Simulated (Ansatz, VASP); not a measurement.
# One calculation of LiTlF4, two programs

INCAR

```
ALGO = Normal
EDIFF = 1E-6
ENCUT = 520
GGA = PE
ISIF = 2
ISMEAR = 0
LASPH = True
LCHARG = True
LELF = True
LREAL = False
LVHAR = True
LWAVE = False
NBANDS = 31
NELM = 100
PREC = Accurate
SIGMA = 0.1
```

KPOINTS

```
k-points
0
Gamma
  4 4 4
```

Contents of POSCAR:

```
LiTlF4
1.0
    3.7661876000      0.0000000000      0.0000000000
    0.0000000000      3.7661876000      0.0000000000
    0.0000000000      0.0000000000      5.3055185000
Li Tl F
1 1 4
Direct
    0.0000000000      0.0000000000      0.0000000000
    0.5000000000      0.5000000000      0.5000000000
    0.5000000000      0.0000000000      0.2502720000
    0.0000000000      0.5000000000      0.7497280000
    0.5000000000      0.0000000000      0.7497280000
    0.0000000000      0.5000000000      0.2502720000
```

Input for Ansatz:

```yaml
crystal:
  lattice:
    - [3.7661876, 0.0, 0.0]
    - [0.0, 3.7661876, 0.0]
    - [0.0, 0.0, 5.3055185]
  atoms:
    - { symbol: Li, position: [0.0, 0.0, 0.0] }
    - { symbol: Tl, position: [0.5, 0.5, 0.5] }
    - { symbol: F, position: [0.5, 0.0, 0.250272] }
    - { symbol: F, position: [0.0, 0.5, 0.749728] }
    - { symbol: F, position: [0.5, 0.0, 0.749728] }
    - { symbol: F, position: [0.0, 0.5, 0.250272] }
basis:
  ecutwfc: 420
kpoints:
  mp_grid: { grid: [4, 4, 4] }
hamiltonian:
  xc: pbe
scf:
  occupations: { method: gaussian, width: 0.1 }
  lower_state_search: "off"
output:
  forces: true
  stress: true
  eigenvalues: true
```

Alike in both runs: task single point; functional PBE; k mesh 4 × 4 × 4; occupations gaussian, width 0.1 eV; no spin polarisation.

```csv
,VASP,Ansatz
version,VASP 6.6.1,Ansatz 0.2.0
potentials or method,"VASP PAW PBE potentials, release 64 (Li_sv, Tl_d, F), cutoff 520 eV","scalar-relativistic, plane waves, PAW"
valence electrons in the cell,44,44
```

VASP gave:

| Property | Result |
| --- | --- |
| gap on the k mesh at the Fermi level (eV) | 1.91 |
| least direct gap on the mesh (eV) | 2.12 |
| rms of the force components (eV/Å) | 0.009 |

Task: Estimate Ansatz's values.

Result: gap on the k mesh at the Fermi level (eV): 1.94; least direct gap on the mesh (eV): 2.15; rms of the force components (eV/Å): 0.000.

Atom by atom the forces differ by 0.009 eV/Å (rms over components). With one functional, cell and mesh, what is left measures potentials, basis and numerics.

Spin-orbit coupling is off throughout. Noted on VASP's run: the cutoff is under 1.25 times that of the potentials, so the pressure is a little rough.
